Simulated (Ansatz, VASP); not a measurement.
# Ru in VASP and in Ansatz

INCAR

```
SYSTEM = Ru
  PREC = Accurate
  ENCUT = 520
  EDIFF = 1E-6
  ISMEAR = -1
  SIGMA = 0.03
  LREAL = .FALSE.
  LASPH = .TRUE.
  NELM = 100
  ALGO = Normal
  ISIF = 2
  LWAVE = .FALSE.
  LCHARG = .TRUE.
  GGA = PE
  LELF = .TRUE.
  LVHAR = .TRUE.
  NBANDS = 21
```

File KPOINTS:

```
Automatic mesh
0
G
  14 14 8
  0 0 0
```

Contents of POSCAR:

```
Ru
1.0
    2.7057993342      0.0000000000      0.0000000000
   -1.3528996671      2.3432909610      0.0000000000
    0.0000000000      0.0000000000      4.1962620000
Ru
2
Direct
    0.3333333333      0.6666666667      0.2500000000
    0.6666666667      0.3333333333      0.7500000000
```

Input for Ansatz:

```yaml
crystal:
  lattice:
    - [2.7057993342, 0.0, 0.0]
    - [-1.3528996671, 2.343290961, 0.0]
    - [0.0, 0.0, 4.196262]
  atoms:
    - { symbol: Ru, position: [0.3333333333, 0.6666666667, 0.25] }
    - { symbol: Ru, position: [0.6666666667, 0.3333333333, 0.75] }
kpoints:
  mp_grid: { grid: [14, 14, 8] }
  band_path:
    path:
      - [0.0, 0.0, 0.0]
      - [0.5, 0.0, 0.0]
      - [0.3333333333, 0.3333333333, 0.0]
      - [0.0, 0.0, 0.0]
      - [0.0, 0.0, 0.5]
      - [0.5, 0.0, 0.5]
      - [0.3333333333, 0.3333333333, 0.5]
      - [0.0, 0.0, 0.5]
      - [0.5, 0.0, 0.5]
    npoints: 5
scf:
  occupations: { method: fermi_dirac, width: 0.03 }
hamiltonian:
  xc: pbe
  pseudopotentials: { kind: all_electron, lapw: { basis_error: 0.0005 } }
output:
  forces: true
  stress: true
  eigenvalues: true
```

Change from the starting cell: zz strain of -2 %.

Alike in both runs: task single point; functional PBE; k mesh 14 × 14 × 8; occupations fermi-dirac, width 0.03 eV; no spin polarisation.

```csv
,VASP,Ansatz
version,VASP 6.6.1,Ansatz 0.2.0
potentials or method,"VASP PAW PBE potentials, release 64 (Ru_pv), cutoff 520 eV","all-electron LAPW, scalar-relativistic"
```

Ansatz gave:

* pressure (GPa): 12.0
* traceless stress, the component that is largest in VASP (GPa): 6.05

Which values does VASP return?

Pressure (GPa): 12.0; traceless stress, the component that is largest in VASP (GPa): 6.09.

Ansatz ran all-electron here, and VASP with PAW potentials.
